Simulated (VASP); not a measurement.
A run of VASP 6.6.1:

The input INCAR:

```
ALGO = Normal
EDIFF = 1E-7
EDIFFG = -0.02
ENCUT = 600
GGA = CA
GGA_COMPAT = False
IBRION = 2
ISIF = 3
ISMEAR = -1
LASPH = True
LCHARG = False
LREAL = False
LWAVE = False
NELM = 120
NELMIN = 4
NSW = 80
PREC = Accurate
SIGMA = 0.05
```

File KPOINTS:

```
k-points
0
Gamma
  8 8 5
```

POSCAR

```
Mg
1.0
    3.2000000000      0.0000000000      0.0000000000
   -1.6000000000      2.7712812921      0.0000000000
    0.0000000000      0.0000000000      5.2256000000
Mg
2
Direct
    0.3333333333      0.6666666667      0.2500000000
    0.6666666667      0.3333333333      0.7500000000
```

Potentials or basis: VASP PAW LDA potentials, release 64 (Mg).

The run is started by

```bash
$ cat potpaw_LDA.64/Mg/POTCAR > POTCAR
$ mpirun -np 1 vasp_std > vasp.out
```

Hardware: 1 thread of Intel(R) Xeon(R) Platinum 8488C (Sapphire Rapids) (shared host).

Q: Estimate the wall time of this run.

A: Wall time 10 s on 1 thread of Intel(R) Xeon(R) Platinum 8488C (Sapphire Rapids), with other jobs on the host, peak memory 0.16 GiB. Counts: scf iterations 20, k points 30, ion steps 3.
